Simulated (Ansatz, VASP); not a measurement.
# One calculation of VO2, two programs

```
V O
1.0
     4.53000    0.00000    0.00000
     0.00000    4.53000    0.00000
     0.00000    0.00000    2.86900
V O
2 4
Direct
  0.00000 0.00000 0.00000
  0.50000 0.50000 0.50000
  0.30500 0.30500 0.00000
  0.19500 0.80500 0.50000
  0.69500 0.69500 0.00000
  0.80500 0.19500 0.50000
```

Alike in both runs: task relaxation of the atoms; functional PBE; k mesh 4 × 4 × 7; occupations fermi-dirac, width 0.02 eV; collinear spin.

|  | VASP | Ansatz |
| --- | --- | --- |
| version | VASP 6.6.1 | Ansatz 0.2.0 |
| potentials or method | VASP PAW PBE potentials, release 64 (V_sv, O) | plane-wave PAW, scalar-relativistic |
| plane-wave cutoff (eV) | 520 | 420 |
| valence electrons in the cell | 50 | 50 |

|  | VASP | Ansatz | Ansatz less VASP |
| --- | --- | --- | --- |
| net moment per atom (μB) | 0.33 | 0.33 | 0.000 |
| size of the moment on the site where the two differ most (μB) | 1.05 | 0.83 | -0.218 |

Site moments also hang on the region over which each program counts them. Ansatz's warnings: stress scf threshold loose.
